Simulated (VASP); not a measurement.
MnS:

```
CELL_PARAMETERS angstrom
0.00000 2.47346 2.47346
2.47346 0.00000 2.47346
2.47346 2.47346 0.00000
ATOMIC_POSITIONS crystal
Mn 0.00000 0.00000 0.00000
S 0.75000 0.75000 0.75000
```

Base run:

| Item | Value |
| --- | --- |
| Program | VASP 6.6.1 |
| Functional | PBEsol |
| Potentials or basis | VASP PAW PBE potentials, release 64 (Mn_pv, S) |
| Cutoff | 520 eV |
| k mesh | 9 × 9 × 9 |
| Occupations | fermi-dirac, width 0.05 eV |
| Spin | collinear spin, ferromagnetic start |
| Starting moments | [4.0, 0.0] μB |
| Hubbard terms | Mn d U = 6.0 eV |

Its results: net moment 4.71 μB per cell; site moments Mn +4.39; S +0.02 μB.

Question: The run is repeated on the same cell with these changes: hubbard terms from Mn d U = 6.0 eV to Mn d U = 2.0 eV; further incar settings from ALGO = Normal; EDIFF = 1e-06; NBANDS = 20 to ALGO = Normal; EDIFF = 1e-07; NBANDS = 20. What comes out?

Answer: Net moment 3.86 μB per cell; site moments Mn +3.61; S -0.01 μB.

Caveats: a cell with one magnetic atom can't hold antiferromagnetic order, which such compounds often take.
